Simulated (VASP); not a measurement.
# BN in VASP: single point with PBEsol

Aim: the single point of BN with PBEsol.

All numbers are computed with VASP 6.6.1; they aren't measurements. Logs are shortened: lines on timing, memory, paths and dates and some standing lists are left out, and cuts for length are marked.

### 1 The cell of the first run

The cell holds a slab with vacuum, 34 atoms: a = 4.338 Å, b = 7.452 Å, c = 24.862 Å, α = 90.00°, β = 90.00°, γ = 106.92°.

### 2 Single point, PBEsol

INCAR

```
SYSTEM = BN
ALGO     = Normal         ! electronic algorithm
DIPOL    = 0.5 0.5 0.500
EDIFF    = 1E-6           ! SCF threshold, eV
ENCUT    = 520            ! plane-wave cutoff, eV
GGA      = PS             ! functional
IDIPOL   = 3            
ISIF     = 2              ! what is computed and relaxed
ISMEAR   = 0              ! smearing method
LASPH    = .TRUE.         ! aspherical terms in the spheres
LCHARG   = .FALSE.        ! write CHGCAR
LDIPOL   = .TRUE.       
LREAL    = Auto         
LWAVE    = .FALSE.        ! write WAVECAR
NBANDS   = 91             ! bands
NELM     = 80             ! most SCF steps
PREC     = Accurate       ! precision mode
SIGMA    = 0.05           ! smearing width, eV
```

KPOINTS

```
k-points
0
G
  7 4 1
  0 0 0
```

POSCAR

```
BN
1.0
    4.3376594601      0.0000000000      0.0000000000
   -2.1688297300      7.1299101424      0.0000000000
    0.0000000000      0.0000000000     24.8617004677
B N
17 17
Direct
    0.2192542983      0.2390979660      0.3149161915
    0.2360139975      0.6689424235      0.3368042490
    0.7606346493      0.2037872770      0.3497834729
    0.6710271632      0.6567424565      0.3728495764
    0.2323753883      0.1578196551      0.4021311627
    0.1630028022      0.6301636447      0.4265026147
    0.7169133343      0.1220959379      0.4502899466
    0.6474365113      0.6028654894      0.4746302158
    0.1991292401      0.0881100614      0.5000016899
    0.1325925197      0.5731769360      0.5253648649
    0.6829283172      0.0541266928      0.5497135739
    0.6208608090      0.5458786314      0.5734924613
    0.1626707447      0.0184109575      0.5978728156
    0.1023043441      0.5192938984      0.6271452355
    0.6449694599      0.9724582123      0.6502215710
    0.6550981206      0.5071083441      0.6631911355
    0.0682795568      0.9371484978      0.6850890630
    0.9385566634      0.2542837647      0.3010083014
    0.5291876954      0.6787610626      0.3223671676
    0.4234527167      0.1991415847      0.3526339440
    1.0054024072      0.6558620158      0.3760726580
    0.8999730132      0.1588344149      0.4007851901
    0.4965229569      0.6313749707      0.4248318335
    0.3827835291      0.1208167738      0.4507113046
    0.9806325766      0.6028657419      0.4756548754
    0.8660926777      0.0881111150      0.5000017424
    0.4657873339      0.5731747545      0.5243401312
    0.3500786667      0.0554076556      0.5492922898
    0.9531687590      0.5446651162      0.5751631404
    0.8292542807      0.0173980924      0.5992188942
    0.4375615831      0.5201779790      0.6239223129
    0.3124313554      0.9770994598      0.6473707439
    0.9384564947      0.4972933797      0.6776283696
    0.7723970091      0.9219669876      0.6989972610
```

Potentials or basis: VASP PAW PBE potentials, release 64 (B, N).

Run with:

```
cat potpaw_PBE.64/B/POTCAR potpaw_PBE.64/N/POTCAR > POTCAR
mpirun -np 1 vasp_std > vasp.out
```

OUTCAR:

```text
SYSTEM = BN
   EDIFF = 1E-6
   ENCUT = 520
   GGA = PS
   ISIF = 2
   ISMEAR = 0
   LASPH = .TRUE.
   LREAL = Auto
   NELM = 80
   PREC = Accurate

 ion  position               nearest neighbor table
   1  0.219  0.239  0.315-  18 1.30  20 1.38   3 2.12
   2  0.236  0.669  0.337-  19 1.30  21 1.38   4 2.11
   3  0.761  0.204  0.350-  18 1.43  20 1.45  22 1.48   1 2.12
   4  0.671  0.657  0.373-  19 1.43  21 1.45  23 1.48   2 2.11
   5  0.232  0.158  0.402-  24 1.44  22 1.44  20 1.47
   6  0.163  0.630  0.427-  25 1.44  23 1.44  21 1.47
   7  0.717  0.122  0.450-  24 1.45  22 1.45  26 1.45
   8  0.647  0.603  0.475-  23 1.44  25 1.45  27 1.45
   9  0.199  0.088  0.500-  28 1.44  24 1.44  26 1.44
  10  0.133  0.573  0.525-  29 1.44  27 1.45  25 1.45
  11  0.683  0.054  0.550-  28 1.45  30 1.45  26 1.45
  12  0.621  0.546  0.573-  27 1.44  29 1.44  31 1.47
  13  0.163  0.018  0.598-  28 1.44  30 1.44  32 1.47
  14  0.102  0.519  0.627-  33 1.43  31 1.45  29 1.48  16 2.11
  15  0.645  0.972  0.650-  34 1.43  32 1.45  30 1.48  17 2.12
  16  0.655  0.507  0.663-  33 1.30  31 1.38  14 2.11
  17  0.068  0.937  0.685-  34 1.30  32 1.38  15 2.12
  18  0.939  0.254  0.301-   1 1.30   3 1.43
  19  0.529  0.679  0.322-   2 1.30   4 1.43
  20  0.423  0.199  0.353-   1 1.38   3 1.45   5 1.47
  21  0.005  0.656  0.376-   2 1.38   4 1.45   6 1.47
  22  0.900  0.159  0.401-   5 1.44   7 1.45   3 1.48
  23  0.497  0.631  0.425-   6 1.44   8 1.44   4 1.48
  24  0.383  0.121  0.451-   5 1.44   9 1.44   7 1.45
  25  0.981  0.603  0.476-   6 1.44   8 1.45  10 1.45
  26  0.866  0.088  0.500-   9 1.44   7 1.45  11 1.45
  27  0.466  0.573  0.524-  12 1.44  10 1.45   8 1.45
  28  0.350  0.055  0.549-  13 1.44   9 1.44  11 1.45
  29  0.953  0.545  0.575-  12 1.44  10 1.44  14 1.48
  30  0.829  0.017  0.599-  13 1.44  11 1.45  15 1.48
  31  0.438  0.520  0.624-  16 1.38  14 1.45  12 1.47
  32  0.312  0.977  0.647-  17 1.38  15 1.45  13 1.47
  33  0.938  0.497  0.678-  16 1.30  14 1.43
  34  0.772  0.922  0.699-  17 1.30  15 1.43

  LATTYP: Found a base centered orthorhombic cell.
 ALAT       =     4.3376594601
 B/A-ratio  =     3.2874457795
 C/A-ratio  =     5.7315934311

  Lattice vectors:

 A1 = (   2.1688297300,  -7.1299101424,   0.0000000000)
 A2 = (   2.1688297301,   7.1299101424,   0.0000000000)
 A3 = (   0.0000000000,   0.0000000000,  24.8617004677)

Analysis of symmetry for initial positions (statically):
=====================================================================
 Subroutine PRICEL returns:
 Original cell was already a primitive cell.

 Routine SETGRP: Setting up the symmetry group for a
 base centered orthorhombic supercell.

 Subroutine GETGRP returns: Found  1 space group operations
 (whereof  1 operations were pure point group operations)
 out of a pool of  8 trial point group operations.

The static configuration has the point symmetry C_1 .

Analysis of symmetry for dynamics (positions and initial velocities):
=====================================================================
 Subroutine PRICEL returns:
 Original cell was already a primitive cell.

 Routine SETGRP: Setting up the symmetry group for a
 base centered orthorhombic supercell.

 Subroutine GETGRP returns: Found  1 space group operations
 (whereof  1 operations were pure point group operations)
 out of a pool of  8 trial point group operations.

The dynamic configuration has the point symmetry C_1 .

 Subroutine INISYM returns: Found  1 space group operations
 (whereof  1 operations are pure point group operations),
 and found     1 'primitive' translations

----------------------------------------------------------------------------------------

                                     Primitive cell

  volume of cell :     768.9008

  direct lattice vectors                    reciprocal lattice vectors
     4.337659460  0.000000000  0.000000000     0.230539075  0.070127111  0.000000000
    -2.168829730  7.129910142  0.000000000     0.000000000  0.140254222  0.000000000
     0.000000000  0.000000000 24.861700468     0.000000000  0.000000000  0.040222510

  length of vectors
     4.337659460  7.452478852 24.861700468     0.240969037  0.140254222  0.040222510

  position of ions in fractional coordinates (direct lattice)
     0.219254298  0.239097966  0.314916191
     0.236013998  0.668942423  0.336804249
     0.760634649  0.203787277  0.349783473
[... 108 lines left out ...]

 WARNING: IBZKPT: internal override: KBLOWUP is changed to .FALSE.
      ... skipping the blow-up phase ...

 Subroutine IBZKPT returns following result:
 ===========================================

 Found     15 irreducible k-points:

 Following reciprocal coordinates:
            Coordinates               Weight
  0.000000  0.000000  0.000000      1.000000
  0.142857  0.000000  0.000000      2.000000
  0.285714 -0.000000  0.000000      2.000000
  0.428571 -0.000000  0.000000      2.000000
  0.000000  0.250000  0.000000      2.000000
  0.142857  0.250000  0.000000      2.000000
  0.285714  0.250000  0.000000      2.000000
  0.428571  0.250000  0.000000      2.000000
 -0.428571  0.250000  0.000000      2.000000
 -0.285714  0.250000  0.000000      2.000000
 -0.142857  0.250000  0.000000      2.000000
  0.000000  0.500000  0.000000      1.000000
  0.142857  0.500000  0.000000      2.000000
  0.285714  0.500000  0.000000      2.000000
  0.428571  0.500000  0.000000      2.000000
   k-points           NKPTS =     15   k-points in BZ     NKDIM =     15   number of bands    NBANDS=     91
   number of dos      NEDOS =    301   number of ions     NIONS =     34
   total plane-waves  NPLWV = 344064
   dimension x,y,z NGX =    32 NGY =   56 NGZ =  192
   dimension x,y,z NGXF=    64 NGYF=  112 NGZF=  384
   ions per type =              17  17
   NGX,Y,Z   is equivalent  to a cutoff of  12.26, 12.49, 12.84 a.u.
   NGXF,Y,Z  is equivalent  to a cutoff of  24.53, 24.98, 25.68 a.u.
 SYSTEM =  BN
   PREC   = accura    normal or accurate (medium, high low for compatibility)
   ISTART =      0    job   : 0-new  1-cont  2-samecut
   ICHARG =      2    charge: 1-file 2-atom 10-const
   ISPIN  =      1    spin polarized calculation?
   LNONCOLLINEAR =      F non collinear calculations
   LSORBIT =      F    spin-orbit coupling
   LASPH  =      T    aspherical Exc in radial PAW
   ENCUT  =  520.0 eV  38.22 Ry    6.18 a.u.   8.07 13.86 46.23*2*pi/ulx,y,z
   NELM   =     80;   NELMIN=  2; NELMDL= -5     # of ELM steps
   EDIFF  = 0.1E-05   stopping-criterion for ELM
   LREAL  =      T    real-space projection
   EDIFFG = 0.1E-04   stopping-criterion for IOM
   NSW    =      0    number of steps for IOM
   IBRION =     -1    ionic relax: 0-MD 1-quasi-New 2-CG
   NFREE  =      0    steps in history (QN), initial steepest desc. (CG)
   ISIF   =      2    stress and relaxation
   ISYM   =      2    0-nonsym 1-usesym 2-fastsym
   POTIM  = 0.5000    time-step for ionic-motion
   TEBEG  =    0.0;   TEEND  =   0.0 temperature during run
   PSTRESS=    0.0 pullay stress
   NELECT =     136.0000    total number of electrons
   NUPDOWN=      -1.0000    fix difference up-down
   EMIN   =  10.00;   EMAX   =-10.00  energy-range for DOS
   EFERMI =   0.00;   METHOD = LEGACY
   ISMEAR =     0;   SIGMA  =   0.05  broadening in eV -4-tet -1-fermi 0-gaus
   EFERMI_NEDOS =   21; number of points for ismear=-14 and -15
   IALGO  =     38    algorithm
   IMIX   =      4    mixing-type and parameters
     AMIX     =   0.40;   BMIX     =  1.00
     AMIX_MAG =   1.60;   BMIX_MAG =  1.00
  volume/ion in A,a.u.               =      22.61       152.61
  Fermi-wavevector in a.u.,A,eV,Ry     =   0.918962  1.736587 11.490007  0.844492
  Thomas-Fermi vector in A             =   2.044103
   LORBIT       =      0    0 simple, 1 ext, 2 COOP (PROOUT), +10 PAW based schemes
   GGA     = PS    functional components
   LHFCALC =     F    Hartree Fock is set to
   AEXX    =    0.0000 exact exchange contribution
   IVDW    =     0    specifies the selected vdW correction
   LEPSILON=     F    determine dielectric tensor
   LRPA    =     F    only Hartree local field effects (RPA)
 non-spin polarized calculation
 Gauss-broadening in eV      SIGMA  =   0.05
  energy-cutoff  :      520.00
  volume of cell :      768.90
 maximum number of plane-waves:     20749
   NGX = 17   NGY = 27   NGZ = 93

 dipolmoment           0.000000      0.000000     -0.000004 electrons x Angstroem

 number of electron     135.9999997 magnetization

 dipolmoment           0.000000      0.000000      0.000012 electrons x Angstroem

 Free energy of the ion-electron system (eV)
  ---------------------------------------------------
  ext. energy  EPLUGINS =         0.00000000
  ---------------------------------------------------
  free energy    TOTEN  =      -296.78956404 eV

  energy without entropy =     -296.78956404  energy(sigma->0) =     -296.78956404

 E-fermi :  -3.1182     XC(G=0):  -4.7353

 val. band max:       -3.3832329044   @ k =   0.0000   0.2500   0.0000
 cond. band min:       0.4432863712   @ k =   0.0000   0.5000   0.0000
 fundamental gap:      3.8265192755
 Fermi energy:        -3.1182466447

 k-point     1 :       0.0000    0.0000    0.0000
  band No.  band energies     occupation
      1     -21.3090      2.00000
      2     -21.1049      2.00000
      3     -20.8383      2.00000
      4     -20.6483      2.00000
      5     -20.0479      2.00000
      6     -19.7622      2.00000
[... 1234 lines left out ...]
     79       2.9862      0.00000
     80       3.2819      0.00000
 [bands above 80 left out]

------------------------ aborting loop because EDIFF is reached ----------------------------------------

 vacuum level on the upper side and lower side of the slab       (xc-potential included)        -0.080        -0.080

  FORCE on cell =-STRESS in cart. coord.  units (eV):
  Direction    XX          YY          ZZ          XY          YZ          ZX
  --------------------------------------------------------------------------------------
  -------------------------------------------------------------------------------------
  Total        7.5106384     -0.1582989      0.7733807      0.0032361     -0.2479959     -0.0011537
  in kB       15.6500993     -0.3298512      1.6115121      0.0067431     -0.5167551     -0.0024040
  external PRESSURE =       5.6439201 kB  Pullay stress =       0.0000000 kB

 VOLUME and BASIS-vectors are now :
 -----------------------------------------------------------------------------
  energy-cutoff  :      520.00
  volume of cell :      768.90
      direct lattice vectors                 reciprocal lattice vectors
     4.337659460  0.000000000  0.000000000     0.230539075  0.070127111  0.000000000
    -2.168829730  7.129910142  0.000000000     0.000000000  0.140254222  0.000000000
     0.000000000  0.000000000 24.861700468     0.000000000  0.000000000  0.040222510

 POSITION                                       TOTAL-FORCE (eV/Angst)
 -----------------------------------------------------------------------------------
      0.43249      1.70475      7.82935         0.024598      0.010188     -0.022663
     -0.42707      4.76950      8.37353        -0.024350      0.001367     -0.025252
      2.85739      1.45298      8.69621        -0.049531     -0.005907      0.004401
      1.48632      4.68251      9.26967         0.048723     -0.000419      0.006364
      0.66568      1.12524      9.99766        -0.000872     -0.002305      0.008129
     -0.65967      4.49301     10.60358        -0.000478     -0.000969      0.009256
[... 26 lines left out ...]
      2.99216      3.54566     16.84699        -0.013762     -0.007137      0.032758
      1.35081      6.57354     17.37826         0.014417     -0.007790      0.031404
 -----------------------------------------------------------------------------------
    total drift:                               -0.008268     -0.002242      0.000327

  FREE ENERGIE OF THE ION-ELECTRON SYSTEM (eV)
  ---------------------------------------------------
  free  energy   TOTEN  =      -296.7895640402 eV

  energy  without entropy=     -296.7895640402  energy(sigma->0) =     -296.78956404

 vacuum level on the upper side and lower side of the slab         3.852         3.852
```

Run time: 51 min. Hardware: 1 thread of Oxide Virtual Turin-like, shared host; peak memory 1 GiB.

Results:

* Free energy: -296.7896 eV
* Largest force: 0.050 eV/Å
* Band gap on the k mesh: 3.83 eV (least direct gap 3.84 eV)

Forces on the atoms (eV/Å):
```
B    0.025  0.010 -0.023
B   -0.024  0.001 -0.025
B   -0.050 -0.006  0.004
B    0.049  0.000  0.006
B   -0.001 -0.002  0.008
B    0.000 -0.001  0.009
B   -0.004 -0.001  0.000
B    0.004  0.000  0.000
B    0.002 -0.001  0.000
B    0.000  0.000 -0.001
B   -0.003  0.001  0.000
B    0.000  0.001 -0.011
B   -0.001  0.003 -0.007
B    0.047  0.001 -0.006
B   -0.047  0.005 -0.004
B   -0.024 -0.002  0.024
B    0.022 -0.009  0.023
N    0.014  0.007 -0.031
N   -0.013  0.007 -0.033
N    0.012  0.002 -0.019
N   -0.011  0.008 -0.018
N    0.001  0.001  0.000
N   -0.001  0.000  0.001
N    0.001  0.000  0.001
N    0.000  0.000  0.002
N    0.000  0.000  0.000
N    0.000  0.000 -0.002
N    0.001  0.000 -0.001
N   -0.001  0.001 -0.001
N    0.001 -0.001  0.000
N   -0.011 -0.007  0.019
N    0.011 -0.002  0.020
N   -0.014 -0.007  0.033
N    0.014 -0.008  0.031
```

Caveat: the PAW data sets were made with another functional, which shifts forces and pressure a little.
